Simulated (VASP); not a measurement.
# Cs8Sn7BI24 (a cell with a defect) in VASP: single point with PBEsol

Aim: the single point of Cs8Sn7BI24 (a cell with a defect) with PBEsol.

Program: VASP 6.6.1. These are calculated values, not measurements. Logs are shortened: lines on timing, memory, paths and dates and some standing lists are left out, and cuts for length are marked.

**1. The cell of the first run**

The cell holds a defect, 40 atoms: a = 12.314 Å, b = 12.314 Å, c = 12.314 Å, α = 90.00°, β = 90.00°, γ = 90.00°.

**2. Single point, PBEsol, collinear spin**

Contents of INCAR:

```
SYSTEM = Cs8Sn7BI24
  PREC = Accurate
  ENCUT = 420
  EDIFF = 1E-6
  ISMEAR = -1
  SIGMA = 0.05
  LREAL = Auto
  LASPH = .True.
  NELM = 200
  ALGO = Normal
  ISIF = 2
  LWAVE = .False.
  LCHARG = .True.
  ISPIN = 2
  MAGMOM = 0 0 0 0 0 0 0 0 0.143 0 0 0 0 0 0 0 0.143 0.143 0 0 0 0 0 0 0.143 0 0 0 0.143 0 0 0 0.143 0 0.143 0 0 0 0 0
  LORBIT = 11
  GGA = PS
  LELF = .True.
  LVHAR = .True.
  ISYM = -1
  NBANDS = 200
  GGA_COMPAT = .False.
  KPAR = 1
```

Contents of KPOINTS:

```
explicit points
1
Reciprocal
  0.25000000   0.25000000   0.25000000 1
```

Contents of POSCAR:

```
Cs8Sn7BI24
1.0
   12.3144620000      0.0000000000      0.0000000000
    0.0000000000     12.3144620000      0.0000000000
    0.0000000000      0.0000000000     12.3144620000
Cs B Sn I
8 1 7 24
Direct
    0.9877380000      0.9960650000      0.9966690000
    0.9758020000      0.0073980000      0.4963220000
    0.9902750000      0.5062570000      0.0236700000
    0.0299080000      0.4944890000      0.5117780000
    0.5047480000      0.9852750000      0.9893520000
    0.4882630000      0.9957520000      0.5126710000
    0.4973440000      0.5089330000      0.9987920000
    0.4941820000      0.5030980000      0.4994330000
    0.2917580000      0.2004060000      0.1794360000
    0.2577800000      0.2482040000      0.7395020000
    0.2505210000      0.7442260000      0.2503840000
    0.2514390000      0.7498070000      0.7509360000
    0.7559790000      0.2516220000      0.2542150000
    0.7521740000      0.2496110000      0.7514280000
    0.7487510000      0.7509660000      0.2518710000
    0.7532340000      0.7472360000      0.7497790000
    0.2194470000      0.2506420000      0.0226530000
    0.2854060000      0.2527090000      0.5043660000
    0.2763490000      0.7487400000      0.0015870000
    0.2267820000      0.7655170000      0.5021330000
    0.7888010000      0.2528070000      0.0024500000
    0.7041530000      0.2418780000      0.5028740000
    0.7287170000      0.7466430000      0.0009720000
    0.7753100000      0.7507790000      0.5005160000
    0.9865560000      0.2625250000      0.2893830000
    0.0039200000      0.2409160000      0.7218290000
    0.9993450000      0.7576220000      0.2281190000
    0.0022560000      0.7533360000      0.7773550000
    0.4664860000      0.2399980000      0.1964280000
    0.5036810000      0.2547410000      0.7932870000
    0.4987670000      0.7623780000      0.2772570000
    0.5027380000      0.7438750000      0.7295480000
    0.2505030000      0.0329430000      0.2313320000
    0.2633610000      0.9995370000      0.7595810000
    0.2502480000      0.5091000000      0.2593330000
    0.2484850000      0.4998470000      0.7540310000
    0.7525100000      0.0014930000      0.2458590000
    0.7463070000      0.9983700000      0.7554220000
    0.7279200000      0.5012960000      0.2481430000
    0.7587200000      0.4984520000      0.7464350000
```

Potentials or basis: VASP PAW PBE potentials, release 64 (Cs_sv, B, Sn_d, I).

The run is started by

```sh
$ cat potpaw_PBE.64/Cs_sv/POTCAR potpaw_PBE.64/B/POTCAR potpaw_PBE.64/Sn_d/POTCAR potpaw_PBE.64/I/POTCAR > POTCAR
$ mpirun -np 4 vasp_std > vasp.out
```

OUTCAR:

```text
SYSTEM = Cs8Sn7BI24
   PREC = Accurate
   ENCUT = 420
   EDIFF = 1E-6
   ISMEAR = -1
   LREAL = Auto
   LASPH = .True.
   NELM = 200
   ISIF = 2
   ISPIN = 2
   LORBIT = 11
   GGA = PS
   ISYM = -1

 ion  position               nearest neighbor table
   1  0.988  0.996  0.997-
   2  0.976  0.007  0.496-
   3  0.990  0.506  0.024-
   4  0.030  0.494  0.512-
   5  0.505  0.985  0.989-
   6  0.488  0.996  0.513-
   7  0.497  0.509  0.999-
   8  0.494  0.503  0.499-
   9  0.292  0.200  0.179-  17 2.21  29 2.22  33 2.22
  10  0.258  0.248  0.740-  18 2.92  34 3.07  30 3.10  36 3.11  26 3.14  17 3.52
  11  0.251  0.744  0.250-  35 2.90  19 3.08  31 3.08  27 3.11  20 3.12  33 3.56
  12  0.251  0.750  0.751-  36 3.08  34 3.08  20 3.08  28 3.09  19 3.10  32 3.11
  13  0.756  0.252  0.254-  25 2.88  37 3.08  39 3.09  21 3.13  22 3.13  29 3.64
  14  0.752  0.250  0.751-  40 3.07  38 3.10  30 3.10  22 3.12  26 3.12  21 3.12
  15  0.749  0.751  0.252-  24 3.08  39 3.09  37 3.09  31 3.10  23 3.10  27 3.10
  16  0.753  0.747  0.750-  40 3.06  24 3.08  28 3.09  38 3.09  32 3.10  23 3.11
  17  0.219  0.251  0.023-   9 2.21  10 3.52
  18  0.285  0.253  0.504-  10 2.92
  19  0.276  0.749  0.002-  11 3.08  12 3.10
  20  0.227  0.766  0.502-  12 3.08  11 3.12
  21  0.789  0.253  0.002-  14 3.12  13 3.13
  22  0.704  0.242  0.503-  14 3.12  13 3.13
  23  0.729  0.747  0.001-  15 3.10  16 3.11
  24  0.775  0.751  0.501-  15 3.08  16 3.08
  25  0.987  0.263  0.289-  13 2.88
  26  0.004  0.241  0.722-  14 3.12  10 3.14
  27  0.999  0.758  0.228-  15 3.10  11 3.11
  28  0.002  0.753  0.777-  12 3.09  16 3.09
  29  0.466  0.240  0.196-   9 2.22  13 3.64
  30  0.504  0.255  0.793-  10 3.10  14 3.10
  31  0.499  0.762  0.277-  11 3.08  15 3.10
  32  0.503  0.744  0.730-  16 3.10  12 3.11
  33  0.251  0.033  0.231-   9 2.22  11 3.56
  34  0.263  1.000  0.760-  10 3.07  12 3.08
  35  0.250  0.509  0.259-  11 2.90
  36  0.248  0.500  0.754-  12 3.08  10 3.11
  37  0.753  0.001  0.246-  13 3.08  15 3.09
  38  0.746  0.998  0.755-  16 3.09  14 3.10
  39  0.728  0.501  0.248-  15 3.09  13 3.09
  40  0.759  0.498  0.746-  16 3.06  14 3.07

IMPORTANT INFORMATION: All symmetrisations will be switched off!
NOSYMM: (Re-)initialisation of all symmetry stuff for point group C_1.

----------------------------------------------------------------------------------------

                                     Primitive cell

  volume of cell :    1867.4386

  direct lattice vectors                    reciprocal lattice vectors
    12.314462000  0.000000000  0.000000000     0.081205334  0.000000000  0.000000000
     0.000000000 12.314462000  0.000000000     0.000000000  0.081205334  0.000000000
     0.000000000  0.000000000 12.314462000     0.000000000  0.000000000  0.081205334

  length of vectors
    12.314462000 12.314462000 12.314462000     0.081205334  0.081205334  0.081205334

  position of ions in fractional coordinates (direct lattice)
     0.987738000  0.996065000  0.996669000
     0.975802000  0.007398000  0.496322000
     0.990275000  0.506257000  0.023670000
     0.029908000  0.494489000  0.511778000
     0.504748000  0.985275000  0.989352000
     0.488263000  0.995752000  0.512671000
[... 32 lines left out ...]
     0.727920000  0.501296000  0.248143000
     0.758720000  0.498452000  0.746435000

  ion indices of the primitive-cell ions
   primitive index   ion index
                 1           1
                 2           2
                 3           3
                 4           4
                 5           5
                 6           6
[... 32 lines left out ...]
                39          39
                40          40

----------------------------------------------------------------------------------------

 KPOINTS: explicit points

Read explicit list of k-points.

 Found      1 k-points:

 Following reciprocal coordinates:
            Coordinates               Weight
  0.250000  0.250000  0.250000      1.000000
   k-points           NKPTS =      1   k-points in BZ     NKDIM =      1   number of bands    NBANDS=    200
   number of dos      NEDOS =    301   number of ions     NIONS =     40
   total plane-waves  NPLWV = 592704
   dimension x,y,z NGX =    84 NGY =   84 NGZ =   84
   dimension x,y,z NGXF=   168 NGYF=  168 NGZF=  168
   ions per type =               8   1   7  24
   NGX,Y,Z   is equivalent  to a cutoff of  11.34, 11.34, 11.34 a.u.
   NGXF,Y,Z  is equivalent  to a cutoff of  22.68, 22.68, 22.68 a.u.
 SYSTEM =  Cs8Sn7BI24
   PREC   = accura    normal or accurate (medium, high low for compatibility)
   ISTART =      0    job   : 0-new  1-cont  2-samecut
   ICHARG =      2    charge: 1-file 2-atom 10-const
   ISPIN  =      2    spin polarized calculation?
   LNONCOLLINEAR =      F non collinear calculations
   LSORBIT =      F    spin-orbit coupling
   LASPH  =      T    aspherical Exc in radial PAW
   ENCUT  =  420.0 eV  30.87 Ry    5.56 a.u.  20.58 20.58 20.58*2*pi/ulx,y,z
   NELM   =    200;   NELMIN=  2; NELMDL= -5     # of ELM steps
   EDIFF  = 0.1E-05   stopping-criterion for ELM
   LREAL  =      T    real-space projection
   EDIFFG = 0.1E-04   stopping-criterion for IOM
   NSW    =      0    number of steps for IOM
   IBRION =     -1    ionic relax: 0-MD 1-quasi-New 2-CG
   NFREE  =      0    steps in history (QN), initial steepest desc. (CG)
   ISIF   =      2    stress and relaxation
   ISYM   =     -1    0-nonsym 1-usesym 2-fastsym
   POTIM  = 0.5000    time-step for ionic-motion
   TEBEG  =    0.0;   TEEND  =   0.0 temperature during run
   PSTRESS=    0.0 pullay stress
   NELECT =     341.0000    total number of electrons
   NUPDOWN=      -1.0000    fix difference up-down
   EMIN   =  10.00;   EMAX   =-10.00  energy-range for DOS
   EFERMI =   0.00;   METHOD = LEGACY
   ISMEAR =    -1;   SIGMA  =   0.05  broadening in eV -4-tet -1-fermi 0-gaus
   EFERMI_NEDOS =   21; number of points for ismear=-14 and -15
   IALGO  =     38    algorithm
   IMIX   =      4    mixing-type and parameters
     AMIX     =   0.40;   BMIX     =  1.00
     AMIX_MAG =   1.60;   BMIX_MAG =  1.00
  volume/ion in A,a.u.               =      46.69       315.05
  Fermi-wavevector in a.u.,A,eV,Ry     =   0.928776  1.755132 11.736716  0.862624
  Thomas-Fermi vector in A             =   2.054988
   LORBIT       =     11    0 simple, 1 ext, 2 COOP (PROOUT), +10 PAW based schemes
   GGA     = PS    functional components
   LHFCALC =     F    Hartree Fock is set to
   AEXX    =    0.0000 exact exchange contribution
   IVDW    =     0    specifies the selected vdW correction
   LEPSILON=     F    determine dielectric tensor
   LRPA    =     F    only Hartree local field effects (RPA)
 spin polarized calculation
  energy-cutoff  :      420.00
  volume of cell :     1867.44
 maximum number of plane-waves:     36456
 NGX is ok and might be reduce to    84
   NGX = 41   NGY = 41   NGZ = 41

 number of electron     340.9999985 magnetization       0.9997166

 Free energy of the ion-electron system (eV)
  ---------------------------------------------------
  ext. energy  EPLUGINS =         0.00000000
  ---------------------------------------------------
  free energy    TOTEN  =      -120.62023269 eV

  energy without entropy =     -120.62006608  energy(sigma->0) =     -120.62014939

 E-fermi :   3.3504     XC(G=0):  -7.7230

 val. band max:        2.9140206123   @ k =   0.2500   0.2500   0.2500
 cond. band min:       3.8082444948   @ k =   0.2500   0.2500   0.2500
 fundamental gap:      0.8942238826
 Fermi energy:         3.3503996657

 spin component 1

 k-point     1 :       0.2500    0.2500    0.2500
  band No.  band energies     occupation
      1     -19.4363      1.00000
      2     -19.4020      1.00000
      3     -19.3848      1.00000
      4     -19.3790      1.00000
      5     -19.3767      1.00000
      6     -19.3683      1.00000
[... 174 lines left out ...]
    181       4.4860      0.00000
    182       4.6216      0.00000
 Fermi energy:         3.3503996657

 spin component 2

 k-point     1 :       0.2500    0.2500    0.2500
  band No.  band energies     occupation
      1     -19.4361      1.00000
      2     -19.4019      1.00000
      3     -19.3847      1.00000
      4     -19.3789      1.00000
      5     -19.3766      1.00000
      6     -19.3682      1.00000
[... 174 lines left out ...]
    181       4.5707      0.00000
    182       4.8713      0.00000
 [bands above 182 left out]

------------------------ aborting loop because EDIFF is reached ----------------------------------------

  FORCE on cell =-STRESS in cart. coord.  units (eV):
  Direction    XX          YY          ZZ          XY          YZ          ZX
  --------------------------------------------------------------------------------------
  -------------------------------------------------------------------------------------
  Total       -6.0052259     -4.3518968     -6.2300251     -0.8369805      0.1906579     -0.8681915
  in kB       -5.1522106     -3.7337294     -5.3450780     -0.7180912      0.1635758     -0.7448688
  external PRESSURE =      -4.7436727 kB  Pullay stress =       0.0000000 kB

 VOLUME and BASIS-vectors are now :
 -----------------------------------------------------------------------------
  energy-cutoff  :      420.00
  volume of cell :     1867.44
      direct lattice vectors                 reciprocal lattice vectors
    12.314462000  0.000000000  0.000000000     0.081205334  0.000000000  0.000000000
     0.000000000 12.314462000  0.000000000     0.000000000  0.081205334  0.000000000
     0.000000000  0.000000000 12.314462000     0.000000000  0.000000000  0.081205334

 POSITION                                       TOTAL-FORCE (eV/Angst)
 -----------------------------------------------------------------------------------
     12.16346     12.26600     12.27344         0.000073      0.001387     -0.002329
     12.01648      0.09110      6.11194         0.000160      0.003284     -0.000629
     12.19470      6.23428      0.29148         0.006351      0.009209      0.001396
      0.36830      6.08937      6.30227        -0.004904      0.005309     -0.001022
      6.21570     12.13313     12.18334         0.009239     -0.006201     -0.002343
      6.01270     12.26215      6.31327         0.001456     -0.002798      0.008156
[... 32 lines left out ...]
      8.96394      6.17319      3.05575        -0.013371     -0.011426      0.006176
      9.34323      6.13817      9.19195         0.000475     -0.004402      0.006304
 -----------------------------------------------------------------------------------
    total drift:                               -0.043222     -0.007827     -0.015325

  FREE ENERGIE OF THE ION-ELECTRON SYSTEM (eV)
  ---------------------------------------------------
  free  energy   TOTEN  =      -120.6202326934 eV

  energy  without entropy=     -120.6200660845  energy(sigma->0) =     -120.62014939

 total charge

# of ion       s       p       d       tot
------------------------------------------
    1        1.847   4.696   0.016   6.559
    2        1.847   4.696   0.016   6.559
    3        1.847   4.696   0.015   6.558
    4        1.847   4.696   0.016   6.560
    5        1.848   4.695   0.018   6.560
    6        1.847   4.696   0.016   6.560
[... 32 lines left out ...]
   39        1.510   2.768   0.013   4.290
   40        1.510   2.767   0.013   4.290
--------------------------------------------------
tot         61.348 109.712  70.405 241.465

 magnetization (x)

# of ion       s       p       d       tot
------------------------------------------
    1        0.000   0.000   0.000   0.000
    2        0.000   0.000   0.000   0.000
    3        0.000   0.000   0.000   0.000
    4        0.000  -0.000  -0.000   0.000
    5        0.000   0.000   0.000   0.000
    6        0.000   0.000   0.000   0.000
[... 32 lines left out ...]
   39        0.000  -0.000   0.000  -0.000
   40        0.000   0.000   0.000   0.000
--------------------------------------------------
tot          0.118   0.334   0.029   0.481
```

Run time: 7.1 min. Hardware: 4 MPI ranks of Intel Xeon Platinum 8259CL at 2.50GHz (Skylake/Cascade Lake), shared host; peak memory 0.59 GiB.

What came out:

```yaml
Free_energy: -120.6202 eV
Pressure: -0.5 GPa
Largest_force: 0.047 eV/Å
Band_gap_on_the_k_mesh: 0.89 eV
Net_moment: 1.00 μB per cell
Site_moments: Cs +0.00; B +0.31; Sn +0.02, +0.00, +0.01, -0.00 (each value once); I +0.03, +0.01, +0.00, -0.00, +0.04 (each value once) μB
Valence_electrons_inside_the_program's_atomic_spheres: Cs 6.56; B 1.59; Sn 12.06, 12.05, 12.04 (each value once); I 4.30, 4.29, 4.31 (each value once)
```

Forces on the atoms (eV/Å):
```
Cs   0.000  0.001 -0.002
Cs   0.000  0.003 -0.001
Cs   0.006  0.009  0.001
Cs  -0.005  0.005 -0.001
Cs   0.009 -0.006 -0.002
Cs   0.001 -0.003  0.008
Cs  -0.001  0.005 -0.006
Cs   0.006  0.003  0.000
B   -0.015 -0.005  0.001
Sn   0.001 -0.010  0.015
Sn   0.006  0.003 -0.004
Sn   0.000  0.005  0.007
Sn  -0.016 -0.008  0.004
Sn   0.004  0.001  0.007
Sn  -0.010  0.013  0.005
Sn  -0.001  0.004 -0.001
I   -0.013  0.008 -0.015
I   -0.001  0.011 -0.008
I   -0.004  0.008 -0.004
I    0.002 -0.004  0.000
I   -0.007  0.002 -0.016
I    0.000 -0.004 -0.006
I    0.006 -0.003  0.000
I   -0.003 -0.009 -0.001
I    0.030  0.001 -0.006
I   -0.009 -0.007  0.008
I   -0.001  0.005 -0.006
I   -0.007  0.000  0.003
I    0.037  0.027  0.011
I   -0.004 -0.001 -0.011
I    0.004 -0.003 -0.004
I   -0.006 -0.007 -0.005
I   -0.017 -0.018  0.007
I   -0.009  0.003  0.016
I    0.006 -0.005  0.013
I    0.007 -0.009 -0.017
I    0.009 -0.001  0.005
I    0.007  0.002 -0.006
I   -0.013 -0.011  0.006
I    0.000 -0.004  0.006
```

Caveat: the PAW data sets were made with another functional, which shifts forces and pressure a little; spin-orbit coupling is left out, which moves the levels of the heavy elements.
